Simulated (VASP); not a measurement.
Set up this calculation in VASP 6.6.1, as the native input.

- Task: single point
- Functional: PBEsol
- Potentials or basis: VASP PAW PBE potentials, release 64 (Hf_pv, C)
- Cutoff: 520 eV
- k mesh: 16 × 16 × 16
- Occupations: gaussian, width 0.1 eV
- Spin: no spin polarisation
- Dipole correction: no
- Further INCAR settings: ALGO = Normal; EDIFF = 1e-07; NBANDS = 14

The structure of HfC lies in POSCAR:

```
HfC
1.0
    0.0000000000      2.2566337168      2.2566337168
    2.2566337168      0.0000000000      2.2566337168
    2.2566337168      2.2566337168      0.0000000000
Hf C
1 1
Direct
    0.5000000000      0.5000000000      0.5000000000
    0.0000000000      0.0000000000      0.0000000000
```

One way to write it, as run:

INCAR

```
ALGO     = Normal         # electronic algorithm
EDIFF    = 1E-7           # SCF threshold, eV
ENCUT    = 520            # plane-wave cutoff, eV
GGA      = PS             # functional
ISIF     = 2              # what is computed and relaxed
ISMEAR   = 0              # smearing method
LASPH    = T              # aspherical terms in the spheres
LCHARG   = F              # write CHGCAR
LREAL    = F              # projectors in reciprocal space
LWAVE    = F              # write WAVECAR
NBANDS   = 14             # bands
NELM     = 60             # most SCF steps
PREC     = Accurate       # precision mode
SIGMA    = 0.1            # smearing width, eV
```

KPOINTS

```
k-points
0
Gamma
  16 16 16
```

Potentials or basis: VASP PAW PBE potentials, release 64 (Hf_pv, C).

Run with:

```console
$ cat potpaw_PBE.64/Hf_pv/POTCAR potpaw_PBE.64/C/POTCAR > POTCAR
$ mpirun -np 1 vasp_std > vasp.out
```

It gave:

```
Pressure               : 17.3 GPa
Band gap on the k mesh : zero (bands 7 and 8 overlap by 1.50 eV)
```

Caveat: the cell stands under pressure; the PAW data sets were made with another functional, which shifts forces and pressure a little; spin-orbit coupling is left out, which moves the levels of the heavy elements.

Wall time 33 s on 1 thread of Intel Xeon 8259CL (shared host), peak memory 0.17 GiB.
